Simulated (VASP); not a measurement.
Be2C, 3 atoms in the cell. It takes space group Fm-3m (No. 225, cubic). Conventional cell: a = 4.241 Å, b = 4.241 Å, c = 4.241 Å, α = 90.00°, β = 90.00°, γ = 90.00°. Be (site symmetry -43m) has 4 C at 1.84 Å and 6 Be at 2.12 Å within 2.4 Å. Within 2.4 Å of C (site symmetry m-3m) lie 8 Be at 1.84 Å.  This cell differs from its parent crystal: strained.

- Program: VASP 6.6.1
- Task: single point
- Functional: PBE
- Potentials or basis: VASP PAW PBE potentials, release 64 (Be, C)
- Cutoff: 600 eV
- k mesh: 12 × 12 × 12
- Occupations: gaussian, width 0.02 eV
- Spin: no spin polarisation
- Dipole correction: no
- Further INCAR settings: ALGO = Normal; EDIFF = 1e-06; NBANDS = 11

Potentials or basis: VASP PAW PBE potentials, release 64 (Be, C).

Command:

```sh
$ cat potpaw_PBE.64/Be/POTCAR potpaw_PBE.64/C/POTCAR > POTCAR
$ mpirun -np 1 vasp_std > vasp.out
```

Hardware: 1 thread of Intel Xeon 8259CL, on a shared host.

Q: Estimate the wall time of this run.

A: It took 12 s on 1 thread of Intel Xeon 8259CL, with other jobs on the host, peak memory 0.14 GiB. Counts: scf iterations 12, k points 72.
